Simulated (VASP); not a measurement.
AlInAsP3:

```xyz
6
Lattice="6.7098 0.0000 0.0000 -3.3549 5.8108 0.0000 0.0000 0.0000 3.5230" Properties=species:S:1:pos:R:3 pbc="T T T"
Al    0.0000    0.0000    0.0000
In    0.0000    3.8739    0.0000
P     4.9422    2.8534    1.7615
P     1.7675    2.8534    1.7615
P     3.3549    0.1040    1.7615
As    3.3549    1.9369    0.0000
```

The cell was generated, and may not be a known phase.

| Property | Result |
| --- | --- |
| Program | VASP 6.6.1 |
| Task | relaxation of cell and atoms |
| Functional | PBE |
| Potentials or basis | VASP PAW PBE potentials, release 64 (Al, In_d, P, As) |
| Cutoff | 500 eV |
| k mesh | 6 × 6 × 10 |
| Occupations | gaussian, width 0.1 eV |
| Spin | no spin polarisation |

At the start: pressure 0.3 GPa; volume 22.89 Å³/atom.

Problem. Where does the relaxation end?

Solution. Over 15 steps the energy falls by 9.5 meV/atom and the volume is 22.36 Å³/atom (-2.3 %); space group P-6m2 (No. 187, to 0.1 Å) before and after.

The path:
```
step  energy change (eV)  largest force (eV/Å)  pressure (GPa)  volume (Å³)
   1              0.0000                0.0175            0.33       137.36
   2             -0.0051                0.0096           -0.05       138.31
   3             -0.0040                0.0473           -1.27       141.16
   4             -0.0083                0.0344           -0.54       139.47
   5             -0.0115                0.0309           -0.57       139.41
   6             -0.0183                0.0172           -0.69       139.20
   7             -0.0275                0.0824           -0.92       138.72
   8             -0.0412                0.1076           -1.29       137.49
   9             -0.0419                0.0889           -1.22       137.94
  10             -0.0496                0.0777           -0.86       136.64
  11             -0.0556                0.0723           -0.23       134.52
  12             -0.0557                0.0728           -0.10       134.12
  13             -0.0562                0.0611           -0.08       134.12
  14             -0.0571                0.0255            0.00       134.14
  15             -0.0572                0.0084            0.03       134.14
```

Final structure:
```cif
data_structure
_symmetry_space_group_name_H-M 'P 1'
_symmetry_Int_Tables_number 1
_cell_length_a 6.3743
_cell_length_b 6.3743
_cell_length_c 3.8121
_cell_angle_alpha 90.000
_cell_angle_beta 90.000
_cell_angle_gamma 120.000
_cell_volume 134.14
loop_
_atom_site_label
_atom_site_type_symbol
_atom_site_fract_x
_atom_site_fract_y
_atom_site_fract_z
_atom_site_occupancy
Al1 Al 0.00000 0.00000 0.00000 1
In1 In 0.33333 0.66667 0.00000 1
P1 P 0.97962 0.48981 0.50000 1
P2 P 0.51019 0.48981 0.50000 1
P3 P 0.51019 0.02038 0.50000 1
As1 As 0.66667 0.33333 0.00000 1
```
